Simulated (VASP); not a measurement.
A run of VASP 6.6.1 is set up as follows.

Contents of INCAR:

```
ALGO = Normal
EDIFF = 1E-6
ENCUT = 500
GGA = PS
GGA_COMPAT = False
ISIF = 2
ISMEAR = -1
LASPH = True
LCHARG = False
LREAL = False
LWAVE = False
NBANDS = 43
NELM = 120
PREC = Accurate
SIGMA = 0.05
```

KPOINTS

```
k-points
0
Gamma
  4 4 4
```

POSCAR

```
Sc3TlAs4
1.0
    6.1741114092     -0.0044538577     -0.0008860696
   -0.0044735007      6.1740929413      0.0004228954
   -0.0008756190      0.0003943940      6.1739285873
Sc Tl As
3 1 4
Direct
    0.0071641252      0.0087732922      0.5072264783
    0.0071568500      0.5087098230      0.0075511670
    0.5071914609      0.0087726666      0.0075397552
    0.0071911052      0.0087039624      0.0071995225
    0.2582106600      0.2596775508      0.2580594961
    0.2577626727      0.7581078609      0.7564967035
    0.7565371072      0.2593468710      0.7563872297
    0.7562380672      0.7577183826      0.2580279392
```

Potentials or basis: VASP PAW PBE potentials, release 64 (Sc_sv, Tl_d, As).

The run is started by

```bash
$ cat potpaw_PBE.64/Sc_sv/POTCAR potpaw_PBE.64/Tl_d/POTCAR potpaw_PBE.64/As/POTCAR > POTCAR
$ mpirun -np 1 vasp_std > vasp.out
```

Q: What does it give for the band gap on the k mesh?

A: 1.60 eV (least direct gap 1.69 eV).

Q: What does it give for the pressure?

A: 0.2 GPa.

Q: Predict the largest force.

A: 0.039 eV/Å.

Forces in eV/Å, atoms in the order of the input:
```
Sc   0.000  0.000  0.000
Sc   0.000  0.000  0.000
Sc   0.000  0.000  0.000
Tl   0.000  0.000  0.000
As   0.022  0.022  0.022
As   0.023 -0.022 -0.022
As  -0.022  0.023 -0.022
As  -0.022 -0.022  0.022
```

Caveat: the PAW data sets were made with another functional, which shifts forces and pressure a little; spin-orbit coupling is left out, which moves the levels of the heavy elements. A k mesh can miss the band edges.
